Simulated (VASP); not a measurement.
Input of a VASP 6.6.1 run:

File INCAR:

```
SYSTEM = Si3As2
ALGO = Normal
EDIFF = 1E-6
EDIFFG = -0.04
ENCUT = 600
GGA = PE
IBRION = 2
ISIF = 3
ISMEAR = 0
LASPH = .TRUE.
LCHARG = .FALSE.
LREAL = .FALSE.
LWAVE = .FALSE.
NELM = 60
NSW = 90
PREC = Accurate
SIGMA = 0.1
```

File KPOINTS:

```
k-points
0
G
  4 4 4
  0 0 0
```

File POSCAR:

```
Si3As2
1.0
    4.5414066500      0.0000000000      0.0000000000
    0.0000000000      4.5414066500      0.0000000000
    0.0000000000      0.0000000000      4.5414066500
Si As
3 2
Direct
    0.5000000000      0.0000000000      0.0000000000
    0.0000000000      0.5000000000      0.0000000000
    0.0000000000      0.0000000000      0.5000000000
    0.5000000000      0.5000000000      0.5000000000
    0.0000000000      0.0000000000      0.0000000000
```

Potentials or basis: VASP PAW PBE potentials, release 64 (Si, As).

Command:

```bash
$ cat potpaw_PBE.64/Si/POTCAR potpaw_PBE.64/As/POTCAR > POTCAR
$ mpirun -np 1 vasp_std > vasp.out
```

Task: What does it give for the relaxed volume?

Result: 21.35 Å³/atom.

Task: Predict the relaxed cell.

Result: a = 4.744 Å, b = 4.744 Å, c = 4.744 Å, α = 90.00°, β = 90.00°, γ = 90.00°.

Task: Predict the band gap on the k mesh.

Result: Zero (band 11 reaches 7.23 eV, above the bottom of band 12 at 4.76 eV).

Task: Estimate the space group after relaxing (to 0.05 Å).

Result: Pm-3m (No. 221).

Final structure:
```xyz
5
Lattice="4.7440 0.0000 0.0000 0.0000 4.7440 0.0000 0.0000 0.0000 4.7440" Properties=species:S:1:pos:R:3 pbc="T T T"
Si    2.3720    0.0000    0.0000
Si    0.0000    2.3720    0.0000
Si    0.0000    0.0000    2.3720
As    2.3720    2.3720    2.3720
As    0.0000    0.0000    0.0000
```
